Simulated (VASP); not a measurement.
Input of a VASP 6.6.1 run:

INCAR

```
ALGO = Normal ; EDIFF = 1E-6
EDIFFG = -0.01 ; ENCUT = 600
GGA = PE ; IBRION = 2
ISIF = 4 ; ISMEAR = 0
ISPIN = 2 ; LASPH = True
LCHARG = False ; LDAU = True
LDAUJ = 0 0 ; LDAUL = 2 -1
LDAUPRINT = 1 ; LDAUTYPE = 2
LDAUU = 3.9 0 ; LMAXMIX = 4
LORBIT = 11 ; LREAL = False
LWAVE = False ; MAGMOM = 3.15 -0.15 -0.15
NELM = 150 ; NSW = 60
PREC = Accurate ; SIGMA = 0.05
```

KPOINTS

```
k-points
0
Gamma
  10 10 6
```

POSCAR

```
MnO2
1.0
    2.9022811563      0.0000000000      0.0000000000
   -1.4511405781      2.5134492103      0.0000000000
    0.0000000000      0.0000000000      5.2689570907
Mn O
1 2
Direct
    0.0000000000      0.0000000000      0.0000000000
    0.3333333333      0.6666666667      0.1797986397
    0.6666666667      0.3333333333      0.8202013603
```

Potentials or basis: VASP PAW PBE potentials, release 64 (Mn_pv, O).

The run is started by

```console
$ cat potpaw_PBE.64/Mn_pv/POTCAR potpaw_PBE.64/O/POTCAR > POTCAR
$ mpirun -np 1 vasp_std > vasp.out
```

(1) Predict the site moments.

(2) Predict the net moment.

(3) What does it give for the band gap on the k mesh?

Answers

(1) Mn +3.24; O -0.13 μB.

(2) 3.00 μB per cell.

(3) 1.78 eV (least direct gap 1.96 eV).

Caveat: a cell with one magnetic atom can't hold antiferromagnetic order, which such compounds often take.
